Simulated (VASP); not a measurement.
# SnH4N2Cl2 (P1) in VASP: single point with r2SCAN

Aim: the single point of SnH4N2Cl2 with r2SCAN.

All numbers are computed with VASP 6.6.1; they aren't measurements. Logs are shortened: lines on timing, memory, paths and dates and some standing lists are left out, and cuts for length are marked.

### 1 The cell of the first run

The typed cell holds 9 atoms: a = 3.765 Å, b = 6.414 Å, c = 5.604 Å, α = 73.16°, β = 91.17°, γ = 107.99°.

### 2 Single point, r2SCAN

POSCAR reads:

```
SnH4N2Cl2
1.0
   -0.0299612800      3.7645739600      0.0304895000
    6.1157432000     -1.9315954400     -0.0788227700
    1.6154411500     -0.0581307400     -5.3655151300
Sn Cl N H
1 2 2 4
Direct
    0.9853530000      0.9976460000      0.0027500000
    0.8843320000      0.7646650000      0.7506860000
    0.1298060000      0.2438080000      0.2429080000
    0.5907810000      0.2193200000      0.7570730000
    0.3710770000      0.7639380000      0.2321610000
    0.6010800000      0.2057000000      0.5672760000
    0.4078210000      0.7951080000      0.4171890000
    0.6961850000      0.3982340000      0.7648890000
    0.3072540000      0.5939930000      0.2185280000
```

INCAR.step1 reads:

```
ALGO = Normal
EDIFF = 1E-4
ENCUT = 520
GGA = PE
ISMEAR = -1
LASPH = T
LCHARG = F
LREAL = F
LWAVE = T
NBANDS = 31
NELM = 100
PREC = Accurate
SIGMA = 0.1
```

INCAR.step2 reads:

```
ALGO = Normal
EDIFF = 1E-6
ENCUT = 520
ISIF = 2
ISMEAR = -1
ISTART = 1
LASPH = T
LCHARG = T
LELF = T
LMIXTAU = T
LREAL = F
LVHAR = T
LWAVE = F
METAGGA = R2SCAN
NBANDS = 31
NELM = 100
PREC = Accurate
SIGMA = 0.1
```

KPOINTS reads:

```
Automatic mesh
0
Gamma
  5 3 4
  0 0.5 0.5
```

Potentials or basis: VASP PAW PBE potentials, release 64 (Sn_d, Cl, N, H).

Command:

```sh
$ cat potpaw_PBE.64/Sn_d/POTCAR potpaw_PBE.64/Cl/POTCAR potpaw_PBE.64/N/POTCAR potpaw_PBE.64/H/POTCAR > POTCAR
$ cp INCAR.step1 INCAR
$ mpirun -np 1 vasp_std > vasp.out
$ cp INCAR.step2 INCAR
$ mpirun -np 1 vasp_std > vasp.out
```

OUTCAR:

```text
EDIFF = 1E-6
   ENCUT = 520
   ISIF = 2
   ISMEAR = -1
   ISTART = 1
   LASPH = T
   LREAL = F
   METAGGA = R2SCAN
   NELM = 100
   PREC = Accurate

 ion  position               nearest neighbor table
   1  0.985  0.998  0.003-   2 2.29   3 2.30   4 2.47   5 2.47   5 2.48   4 2.49
   2  0.884  0.765  0.751-   1 2.29
   3  0.130  0.244  0.243-   1 2.30
   4  0.591  0.219  0.757-   6 1.09   8 1.11   1 2.47   1 2.49
   5  0.371  0.764  0.232-   9 1.07   7 1.11   1 2.47   1 2.48
   6  0.601  0.206  0.567-   4 1.09
   7  0.408  0.795  0.417-   5 1.11
   8  0.696  0.398  0.765-   4 1.11
   9  0.307  0.594  0.219-   5 1.07

  LATTYP: Found a triclinic cell.
 ALAT       =     7.1994905212
 B/A-ratio  =     0.7783508109
 C/A-ratio  =     0.5229282039
 COS(alpha) =     0.0204213754
 COS(beta)  =     0.2636954282
 COS(gamma) =     0.5308789673

  Lattice vectors:

 A1 = (  -4.4703407700,  -1.8911092600,  -5.3171818600)
 A2 = (   1.6154411500,  -0.0581307400,  -5.3655151300)
 A3 = (   0.0299612800,  -3.7645739600,  -0.0304895000)

Analysis of symmetry for initial positions (statically):
=====================================================================
 Subroutine PRICEL returns:
 Original cell was already a primitive cell.

 Routine SETGRP: Setting up the symmetry group for a
 triclinic supercell.

 Subroutine GETGRP returns: Found  1 space group operations
 (whereof  1 operations were pure point group operations)
 out of a pool of  2 trial point group operations.

The static configuration has the point symmetry C_1 .

Analysis of symmetry for dynamics (positions and initial velocities):
=====================================================================
 Subroutine PRICEL returns:
 Original cell was already a primitive cell.

 Routine SETGRP: Setting up the symmetry group for a
 triclinic supercell.

 Subroutine GETGRP returns: Found  1 space group operations
 (whereof  1 operations were pure point group operations)
 out of a pool of  2 trial point group operations.

The dynamic configuration has the point symmetry C_1 .

 Subroutine INISYM returns: Found  1 space group operations
 (whereof  1 operations are pure point group operations),
 and found     1 'primitive' translations

----------------------------------------------------------------------------------------

                                     Primitive cell

  volume of cell :     122.8257

  direct lattice vectors                    reciprocal lattice vectors
    -0.029961280  3.764573960  0.030489500     0.084342456  0.266123255  0.022510482
     6.115743200 -1.931595440 -0.078822770     0.164437114  0.000907821  0.049498641
     1.615441150 -0.058130740 -5.365515130    -0.001936409  0.001498907 -0.186974645

  length of vectors
     3.764816647  6.414015034  5.603729285     0.280074916  0.171727995  0.186990680

  position of ions in fractional coordinates (direct lattice)
     0.985353000  0.997646000  0.002750000
     0.884332000  0.764665000  0.750686000
     0.129806000  0.243808000  0.242908000
     0.590781000  0.219320000  0.757073000
     0.371077000  0.763938000  0.232161000
     0.601080000  0.205700000  0.567276000
     0.407821000  0.795108000  0.417189000
     0.696185000  0.398234000  0.764889000
     0.307254000  0.593993000  0.218528000

  ion indices of the primitive-cell ions
   primitive index   ion index
                 1           1
                 2           2
                 3           3
                 4           4
                 5           5
                 6           6
                 7           7
                 8           8
                 9           9

----------------------------------------------------------------------------------------

 KPOINTS: Automatic mesh

Automatic generation of k-mesh.
 Grid dimensions read from file:
 generate k-points for:    5    3    4

 Generating k-lattice:

  Cartesian coordinates                     Fractional coordinates (reciprocal lattice)
     0.016868491  0.053224651  0.004502096     0.200000000  0.000000000  0.000000000
     0.054812371  0.000302607  0.016499547    -0.000000000  0.333333333  0.000000000
    -0.000484102  0.000374727 -0.046743661     0.000000000  0.000000000  0.250000000

  Length of vectors
     0.056014983  0.057242665  0.046747670

  Shift w.r.t. Gamma in fractional coordinates (k-lattice)
     0.000000000  0.500000000  0.500000000

 Subroutine IBZKPT returns following result:
 ===========================================

 Found     30 irreducible k-points:

 Following reciprocal coordinates:
            Coordinates               Weight
  0.000000  0.166667  0.125000      2.000000
  0.200000  0.166667  0.125000      2.000000
  0.400000  0.166667  0.125000      2.000000
 -0.400000  0.166667  0.125000      2.000000
 -0.200000  0.166667  0.125000      2.000000
  0.000000  0.500000  0.125000      2.000000
[... 16 lines left out ...]
  0.400000  0.500000  0.375000      2.000000
 -0.400000  0.500000  0.375000      2.000000
 [... further k-points ...]
   k-points           NKPTS =     30   k-points in BZ     NKDIM =     30   number of bands    NBANDS=     31
   number of dos      NEDOS =    301   number of ions     NIONS =      9
   total plane-waves  NPLWV =  56448
   dimension x,y,z NGX =    28 NGY =   48 NGZ =   42
   dimension x,y,z NGXF=    56 NGYF=   96 NGZF=   84
   ions per type =               1   2   2   4
   NGX,Y,Z   is equivalent  to a cutoff of  12.36, 12.44, 12.46 a.u.
   NGXF,Y,Z  is equivalent  to a cutoff of  24.73, 24.88, 24.92 a.u.
 SYSTEM =  unknown system
   PREC   = accura    normal or accurate (medium, high low for compatibility)
   ISTART =      1    job   : 0-new  1-cont  2-samecut
   ICHARG =      0    charge: 1-file 2-atom 10-const
   ISPIN  =      1    spin polarized calculation?
   LNONCOLLINEAR =      F non collinear calculations
   LSORBIT =      F    spin-orbit coupling
   LASPH  =      T    aspherical Exc in radial PAW
   ENCUT  =  520.0 eV  38.22 Ry    6.18 a.u.   7.00 11.93 10.42*2*pi/ulx,y,z
   NELM   =    100;   NELMIN=  2; NELMDL=  0     # of ELM steps
   EDIFF  = 0.1E-05   stopping-criterion for ELM
   LREAL  =      F    real-space projection
   EDIFFG = 0.1E-04   stopping-criterion for IOM
   NSW    =      0    number of steps for IOM
   IBRION =     -1    ionic relax: 0-MD 1-quasi-New 2-CG
   NFREE  =      0    steps in history (QN), initial steepest desc. (CG)
   ISIF   =      2    stress and relaxation
   ISYM   =      2    0-nonsym 1-usesym 2-fastsym
   POTIM  = 0.5000    time-step for ionic-motion
   TEBEG  =    0.0;   TEEND  =   0.0 temperature during run
   PSTRESS=    0.0 pullay stress
   NELECT =      42.0000    total number of electrons
   NUPDOWN=      -1.0000    fix difference up-down
   EMIN   =  10.00;   EMAX   =-10.00  energy-range for DOS
   EFERMI =   0.00;   METHOD = LEGACY
   ISMEAR =    -1;   SIGMA  =   0.10  broadening in eV -4-tet -1-fermi 0-gaus
   EFERMI_NEDOS =   21; number of points for ismear=-14 and -15
   IALGO  =     38    algorithm
   IMIX   =      4    mixing-type and parameters
     AMIX     =   0.40;   BMIX     =  1.00
     AMIX_MAG =   1.60;   BMIX_MAG =  1.00
  volume/ion in A,a.u.               =      13.65        92.10
  Fermi-wavevector in a.u.,A,eV,Ry     =   1.144796  2.163351 17.831227  1.310558
  Thomas-Fermi vector in A             =   2.281487
   LORBIT       =      0    0 simple, 1 ext, 2 COOP (PROOUT), +10 PAW based schemes
   METAGGA = R2SCAN    functional components
   LHFCALC =     F    Hartree Fock is set to
   AEXX    =    0.0000 exact exchange contribution
   IVDW    =     0    specifies the selected vdW correction
   LEPSILON=     F    determine dielectric tensor
   LRPA    =     F    only Hartree local field effects (RPA)
 non-spin polarized calculation
  energy-cutoff  :      520.00
  volume of cell :      122.83
 maximum number of plane-waves:      3319
   NGX = 13   NGY = 23   NGZ = 21

 number of electron      41.9999997 magnetization

 Free energy of the ion-electron system (eV)
  ---------------------------------------------------
  ext. energy  EPLUGINS =         0.00000000
  ---------------------------------------------------
  free energy    TOTEN  =       -72.49065282 eV

  energy without entropy =      -72.49064394  energy(sigma->0) =      -72.49064838

 E-fermi :   2.1662     XC(G=0):  -9.2239

 val. band max:        1.0256559141   @ k =   0.0000   0.1667   0.1250
 cond. band min:       3.1750992014   @ k =   0.0000   0.1667   0.1250
 fundamental gap:      2.1494432873
 Fermi energy:         2.1662027628

 k-point     1 :       0.0000    0.1667    0.1250
  band No.  band energies     occupation
      1     -20.6762      2.00000
      2     -20.3367      2.00000
      3     -20.3062      2.00000
      4     -20.2840      2.00000
      5     -20.2661      2.00000
      6     -14.8932      2.00000
[... 23 lines left out ...]
     30      11.1327      0.00000
     31      12.4254      0.00000

 k-point     2 :       0.2000    0.1667    0.1250
  band No.  band energies     occupation
      1     -20.6693      2.00000
      2     -20.3355      2.00000
      3     -20.3124      2.00000
      4     -20.2856      2.00000
      5     -20.2715      2.00000
      6     -14.6681      2.00000
[... 23 lines left out ...]
     30      11.4342      0.00000
     31      11.7698      0.00000

 k-point     3 :       0.4000    0.1667    0.1250
  band No.  band energies     occupation
      1     -20.6585      2.00000
      2     -20.3359      2.00000
      3     -20.3273      2.00000
      4     -20.3098      2.00000
      5     -20.2504      2.00000
      6     -14.2655      2.00000
[... 703 lines left out ...]
     30      11.1853      0.00000
     31      11.5411      0.00000

 k-point    24 :      -0.4000    0.5000    0.3750
  band No.  band energies     occupation
      1     -20.6575      2.00000
      2     -20.3358      2.00000
      3     -20.3272      2.00000
      4     -20.3097      2.00000
      5     -20.2503      2.00000
      6     -14.3213      2.00000
[... 23 lines left out ...]
     30      11.2556      0.00000
     31      11.5977      0.00000

 [... further k-points ...]

------------------------ aborting loop because EDIFF is reached ----------------------------------------

  FORCE on cell =-STRESS in cart. coord.  units (eV):
  Direction    XX          YY          ZZ          XY          YZ          ZX
  --------------------------------------------------------------------------------------
  -------------------------------------------------------------------------------------
  Total       -3.0300037     -9.6884580     -4.7725022      0.4276357     -0.5396481     -3.5986249
  in kB      -39.5243232   -126.3792981    -62.2540218      5.5782149     -7.0393399    -46.9415967
  external PRESSURE =     -76.0525477 kB  Pullay stress =       0.0000000 kB

 VOLUME and BASIS-vectors are now :
 -----------------------------------------------------------------------------
  energy-cutoff  :      520.00
  volume of cell :      122.83
      direct lattice vectors                 reciprocal lattice vectors
    -0.029961280  3.764573960  0.030489500     0.084342456  0.266123255  0.022510482
     6.115743200 -1.931595440 -0.078822770     0.164437114  0.000907821  0.049498641
     1.615441150 -0.058130740 -5.365515130    -0.001936409  0.001498907 -0.186974645

 POSITION                                       TOTAL-FORCE (eV/Angst)
 -----------------------------------------------------------------------------------
      6.07627      1.78223     -0.06335        -0.225098     -0.183998      0.363536
      5.86269      1.80847     -4.06113        -1.207038     -0.026690      0.939528
      1.87958      0.00361     -1.31859         0.655253      0.026955     -0.664450
      2.54661      1.75639     -4.06136         0.091378      0.532104     -0.115250
      5.03597     -0.09217     -1.29457         2.440609      0.449777     -0.276145
      2.15640      1.83250     -3.04162         1.267220     -0.282566     -2.361865
      5.52440     -0.02481     -2.28867        -2.078017     -0.152594      2.341115
      3.65027      1.80715     -4.11419        -2.853901     -0.127137      0.428630
      3.97652     -0.00338     -1.20997         1.909595     -0.235850     -0.655099
 -----------------------------------------------------------------------------------
    total drift:                               -0.001452     -0.002531      0.004718

  FREE ENERGIE OF THE ION-ELECTRON SYSTEM (eV)
  ---------------------------------------------------
  free  energy   TOTEN  =       -72.4906528184 eV

  energy  without entropy=      -72.4906439366  energy(sigma->0) =      -72.49064838
```

Wall time 5.8 min (1 thread of Intel Xeon Platinum 8259CL at 2.50GHz (Skylake/Cascade Lake), shared host); peak memory 0.31 GiB.

What came out:

```yaml
Free_energy: -72.4907 eV
Pressure: -7.6 GPa
Largest_force: 3.134 eV/Å
Band_gap_on_the_k_mesh: 2.15 eV
```

Forces on the atoms (eV/Å):
```
Sn  -0.225 -0.184  0.364
Cl  -1.207 -0.027  0.940
Cl   0.655  0.027 -0.664
N    0.091  0.532 -0.115
N    2.441  0.450 -0.276
H    1.267 -0.283 -2.362
H   -2.078 -0.153  2.341
H   -2.854 -0.127  0.429
H    1.910 -0.236 -0.655
```

Caveat: the cell stands under tension; the PAW data sets were made with another functional, which shifts forces and pressure a little; spin-orbit coupling is left out, which moves the levels of the heavy elements; a shifted mesh leaves out Γ, where band edges can lie. A k mesh can miss the band edges.
